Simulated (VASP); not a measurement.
# NiO (F-43m) in VASP: notebook, part 2 of 3

VASP 6.6.1. Earlier steps stand in the parts before.

### Step 3. Relaxation of cell and atoms, PBE, collinear spin, ferromagnetic start

File INCAR:

```
PREC     = Accurate       # precision mode
ENCUT    = 600            # plane-wave cutoff, eV
EDIFF    = 1E-6           # SCF threshold, eV
ISMEAR   = 0              # smearing method
SIGMA    = 0.1            # smearing width, eV
LREAL    = False          # projectors in reciprocal space
LASPH    = True           # aspherical terms in the spheres
NELM     = 150            # most SCF steps
ALGO     = Normal         # electronic algorithm
ISIF     = 3              # what is computed and relaxed
LWAVE    = False          # write WAVECAR
LCHARG   = False          # write CHGCAR
ISPIN    = 2              # spin polarisation
MAGMOM   = 1.61 0.41      # initial moments
LORBIT   = 11             # projections on sites
LMAXMIX  = 4              # l up to which the mixer works
GGA      = PE             # functional
IBRION   = 2              # ionic algorithm
NSW      = 100            # ionic steps
EDIFFG   = -0.01          # ionic threshold
```

File KPOINTS:

```
Automatic mesh
0
Gamma
  22 22 22
```

File POSCAR:

```
NiO
1.0
    0.0000000000      2.2404503230      2.2404503230
    2.2404503230      0.0000000000      2.2404503230
    2.2404503230      2.2404503230      0.0000000000
Ni O
1 1
Direct
    0.0000000000      0.0000000000      0.0000000000
    0.2500000000      0.2500000000      0.2500000000
```

Potentials or basis: VASP PAW PBE potentials, release 64 (Ni, O).

Run with:

```console
$ cat potpaw_PBE.64/Ni/POTCAR potpaw_PBE.64/O/POTCAR > POTCAR
$ mpirun -np 1 vasp_std > vasp.out
```

OUTCAR:

```text
PREC = Accurate
   ENCUT = 600
   EDIFF = 1E-6
   ISMEAR = 0
   LREAL = False
   LASPH = True
   NELM = 150
   ISIF = 3
   ISPIN = 2
   LORBIT = 11
   GGA = PE
   IBRION = 2
   NSW = 100
   EDIFFG = -0.01

 ion  position               nearest neighbor table
   1  0.000  0.000  0.000-   2 1.94   2 1.94   2 1.94   2 1.94
   2  0.250  0.250  0.250-   1 1.94   1 1.94   1 1.94   1 1.94

  LATTYP: Found a face centered cubic cell.
 ALAT       =     4.4809006460

  Lattice vectors:

 A1 = (   0.0000000000,   2.2404503230,   2.2404503230)
 A2 = (   2.2404503230,   0.0000000000,   2.2404503230)
 A3 = (   2.2404503230,   2.2404503230,   0.0000000000)

Analysis of symmetry for initial positions (statically):
=====================================================================
 Subroutine PRICEL returns:
 Original cell was already a primitive cell.

 Routine SETGRP: Setting up the symmetry group for a
 face centered cubic supercell.

 Subroutine GETGRP returns: Found 24 space group operations
 (whereof 24 operations were pure point group operations)
 out of a pool of 48 trial point group operations.

The static configuration has the point symmetry T_d .

Analysis of symmetry for dynamics (positions and initial velocities):
=====================================================================
 Subroutine PRICEL returns:
 Original cell was already a primitive cell.

 Routine SETGRP: Setting up the symmetry group for a
 face centered cubic supercell.

 Subroutine GETGRP returns: Found 24 space group operations
 (whereof 24 operations were pure point group operations)
 out of a pool of 48 trial point group operations.

The dynamic configuration has the point symmetry T_d .

Analysis of structural, dynamic, and magnetic symmetry:
=====================================================================
 Subroutine PRICEL returns:
 Original cell was already a primitive cell.

 Routine SETGRP: Setting up the symmetry group for a
 face centered cubic supercell.

 Subroutine GETGRP returns: Found 24 space group operations
 (whereof 24 operations were pure point group operations)
 out of a pool of 48 trial point group operations.

The overall configuration has the point symmetry T_d .

 Subroutine INISYM returns: Found 24 space group operations
 (whereof 24 operations are pure point group operations),
 and found     1 'primitive' translations

----------------------------------------------------------------------------------------

                                     Primitive cell

  volume of cell :      22.4924

  direct lattice vectors                    reciprocal lattice vectors
     0.000000000  2.240450323  2.240450323    -0.223169420  0.223169420  0.223169420
     2.240450323  0.000000000  2.240450323     0.223169420 -0.223169420  0.223169420
     2.240450323  2.240450323  0.000000000     0.223169420  0.223169420 -0.223169420

  length of vectors
     3.168475233  3.168475233  3.168475233     0.386540775  0.386540775  0.386540775

  position of ions in fractional coordinates (direct lattice)
     0.000000000  0.000000000  0.000000000
     0.250000000  0.250000000  0.250000000

  ion indices of the primitive-cell ions
   primitive index   ion index
                 1           1
                 2           2

----------------------------------------------------------------------------------------

 KPOINTS: Automatic mesh

Automatic generation of k-mesh.
[... 82 lines left out ...]
   EFERMI_NEDOS =   21; number of points for ismear=-14 and -15
   IALGO  =     38    algorithm
   IMIX   =      4    mixing-type and parameters
     AMIX     =   0.40;   BMIX     =  1.00
     AMIX_MAG =   1.60;   BMIX_MAG =  1.00
  volume/ion in A,a.u.               =      11.25        75.89
  Fermi-wavevector in a.u.,A,eV,Ry     =   1.461401  2.761648 29.057880  2.135694
  Thomas-Fermi vector in A             =   2.577737
   LORBIT       =     11    0 simple, 1 ext, 2 COOP (PROOUT), +10 PAW based schemes
   GGA     = PE    functional components
   LHFCALC =     F    Hartree Fock is set to
   AEXX    =    0.0000 exact exchange contribution
   IVDW    =     0    specifies the selected vdW correction
   LEPSILON=     F    determine dielectric tensor
   LRPA    =     F    only Hartree local field effects (RPA)
 conjugate gradient relaxation of ions
 spin polarized calculation
 Gauss-broadening in eV      SIGMA  =   0.10
  energy-cutoff  :      600.00
  volume of cell :       22.49
 maximum number of plane-waves:       763
 NGX is ok and might be reduce to    28
   NGX = 13   NGY = 13   NGZ = 13

 number of electron      16.0000003 magnetization       1.9108603

 Free energy of the ion-electron system (eV)
  ---------------------------------------------------
  ext. energy  EPLUGINS =         0.00000000
  ---------------------------------------------------
  free energy    TOTEN  =       -11.60158368 eV

  energy without entropy =      -11.59235547  energy(sigma->0) =      -11.59696958

 E-fermi :   5.5948     XC(G=0): -11.2363

 val. band max:        5.5927993812   @ k =  -0.4545   0.3636   0.0000
 cond. band min:       5.5955643725   @ k =   0.0455   0.0000   0.0000
 fundamental gap:      0.0027649912
 Fermi energy:         5.5947536054

 spin component 1

 k-point     1 :       0.0000    0.0000    0.0000
  band No.  band energies     occupation
      1     -14.3657      1.00000
      2      -0.3962      1.00000
      3      -0.3962      1.00000
      4      -0.3962      1.00000
      5       3.1707      1.00000
      6       3.1707      1.00000
      7       5.7583      0.01036
      8       5.7583      0.01036
      9       5.7583      0.01036
     10       6.0379      0.00000
     11      19.8779      0.00000
     12      19.8779      0.00000
     13      19.8779      0.00000
[... 356 lines left out ...]
      2      -1.2753      1.00000
      3      -0.0727      1.00000
      4      -0.0503      1.00000
      5       3.0370      1.00000
      6       3.2127      1.00000
      7       3.2423      1.00000
      8       4.8889      1.00000
      9       4.9524      1.00000
     10      11.4305      0.00000
     11      13.0274      0.00000
     12      19.1355      0.00000
     13      19.4344      0.00000

 [... further k-points ...]

 spin component 2

 k-point     1 :       0.0000    0.0000    0.0000
  band No.  band energies     occupation
      1     -13.7661      1.00000
      2       0.6053      1.00000
      3       0.6053      1.00000
      4       0.6053      1.00000
      5       4.2319      1.00000
      6       4.2319      1.00000
      7       6.3375      0.00000
      8       7.3563      0.00000
      9       7.3564      0.00000
     10       7.3564      0.00000
     11      20.1360      0.00000
     12      20.1360      0.00000
     13      20.1360      0.00000
[... 356 lines left out ...]
      2      -0.8170      1.00000
      3       0.8226      1.00000
      4       0.8530      1.00000
      5       4.4152      1.00000
      6       4.4370      1.00000
      7       4.8631      1.00000
      8       6.4038      0.00000
      9       6.4633      0.00000
     10      11.7655      0.00000
     11      13.5087      0.00000
     12      19.4676      0.00000
     13      19.7655      0.00000

 [... further k-points ...]
[... 5 lines left out ...]
  --------------------------------------------------------------------------------------
  -------------------------------------------------------------------------------------
  Total        0.0077240      0.0077240      0.0077240      0.0000000      0.0000000      0.0000000
  in kB        0.5501921      0.5501921      0.5501921      0.0000000      0.0000000      0.0000000
  external PRESSURE =       0.5501921 kB  Pullay stress =       0.0000000 kB

 VOLUME and BASIS-vectors are now :
 -----------------------------------------------------------------------------
  energy-cutoff  :      600.00
  volume of cell :       22.49
      direct lattice vectors                 reciprocal lattice vectors
     0.000000000  2.240450323  2.240450323    -0.223169420  0.223169420  0.223169420
     2.240450323  0.000000000  2.240450323     0.223169420 -0.223169420  0.223169420
     2.240450323  2.240450323  0.000000000     0.223169420  0.223169420 -0.223169420

 POSITION                                       TOTAL-FORCE (eV/Angst)
 -----------------------------------------------------------------------------------
      0.00000      0.00000      0.00000         0.000000      0.000000      0.000000
      1.12023      1.12023      1.12023        -0.000000     -0.000000     -0.000000
 -----------------------------------------------------------------------------------
    total drift:                                0.000000      0.000000     -0.000000

  FREE ENERGIE OF THE ION-ELECTRON SYSTEM (eV)
  ---------------------------------------------------
  free  energy   TOTEN  =       -11.6015836844 eV

  energy  without entropy=      -11.5923554700  energy(sigma->0) =      -11.59696958

 reached required accuracy - stopping structural energy minimisation

 total charge

# of ion       s       p       d       tot
------------------------------------------
    1        0.380   0.479   8.241   9.100
    2        1.553   3.419   0.000   4.972
--------------------------------------------------
tot          1.932   3.898   8.241  14.072

 magnetization (x)

# of ion       s       p       d       tot
------------------------------------------
    1        0.003   0.039   1.452   1.495
    2        0.016   0.343   0.000   0.360
--------------------------------------------------
tot          0.020   0.383   1.452   1.855
```

It took 3.9 min on 1 thread of Intel Xeon Platinum 8259CL at 2.50GHz (Skylake/Cascade Lake), shared host; peak memory 0.32 GiB.

What came out:

```yaml
Free_energy: -11.6016 eV
Pressure_after_relaxing: 0.1 GPa
Net_moment: 1.91 μB per cell
Site_moments: Ni +1.50; O +0.36 μB
Valence_electrons_inside_the_program's_atomic_spheres: Ni 9.10; O 4.97
```

Final structure:
```cif
data_structure
_symmetry_space_group_name_H-M 'P 1'
_symmetry_Int_Tables_number 1
_cell_length_a 3.1685
_cell_length_b 3.1685
_cell_length_c 3.1685
_cell_angle_alpha 60.000
_cell_angle_beta 60.000
_cell_angle_gamma 60.000
_cell_volume 22.49
loop_
_atom_site_label
_atom_site_type_symbol
_atom_site_fract_x
_atom_site_fract_y
_atom_site_fract_z
_atom_site_occupancy
Ni1 Ni 0.00000 0.00000 0.00000 1
O1 O 0.25000 0.25000 0.25000 1
```

Levels at points of the mesh, in eV from the Fermi level:
Spin up:
```csv
k point,band 7,band 8,band 9,band 10,band 11,band 12
"(0.00, 0.00, 0.00)",0.16,0.16,0.16,0.44,14.28,14.28
"(0.50, 0.00, 0.00)",-2.36,-0.66,-0.66,5.87,7.31,13.79
"(0.50, 0.50, 0.00)",-1.86,-1.86,-1.75,5.39,9.97,11.18
```
Spin down:
```csv
k point,band 5,band 6,band 7,band 8,band 9,band 10
"(0.00, 0.00, 0.00)",-1.36,-1.36,0.74,1.76,1.76,1.76
"(0.50, 0.00, 0.00)",-1.16,-1.16,-0.75,0.86,0.86,6.18
"(0.50, 0.50, 0.00)",-1.53,-1.05,-0.75,-0.10,-0.10,5.87
```

Caveat: the relaxation stopped at its first step, so nothing moved; a cell with one magnetic atom can't hold antiferromagnetic order, which such compounds often take; semilocal functionals often make such compounds metallic where correlation or magnetic order opens a gap, which also shifts bond lengths.

(Part 2 of 3 ends here.)
